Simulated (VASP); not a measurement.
Runs of VASP 6.6.1 on Si. The structure is that of space group Fd-3m (No. 227), or close to it. The cells are those of the table. 

```tsv
task	level	potentials or basis	cell	cutoff (eV)	smearing	gap on the mesh (eV)	pressure (GPa)
single point	r2SCAN	VASP PAW PBE potentials, release 64 (Si)	a = 3.868 Å, angles 60.0°, 2 atoms	550	gaussian 0.02 eV	0.85	(a)
relaxation of cell and atoms	PBE	VASP PAW PBE potentials, release 64 (Si)	relaxed from a = 3.868 Å, angles 60.0°, 2 atoms	500	gaussian 0.01 eV	0.65	0.0
single point	PBE	VASP PAW PBE potentials, release 64 (Si)	a = 3.868 Å, angles 60.0°, 2 atoms	500	gaussian 0.01 eV	0.65	-0.1
single point	LDA	VASP PAW LDA potentials, release 64 (Si)	a = 3.868 Å, angles 60.0°, 2 atoms	500	gaussian 0.02 eV	0.55	(b)
```

Alike in all rows: no spin polarisation; k mesh 8 × 8 × 8.

Question: Fill in the values left out.

Answer: (a) -1.6; (b) -3.3.

Caveats: the PAW data sets were made with another functional, which shifts forces and pressure a little (some runs).

A k mesh can miss the band edges.
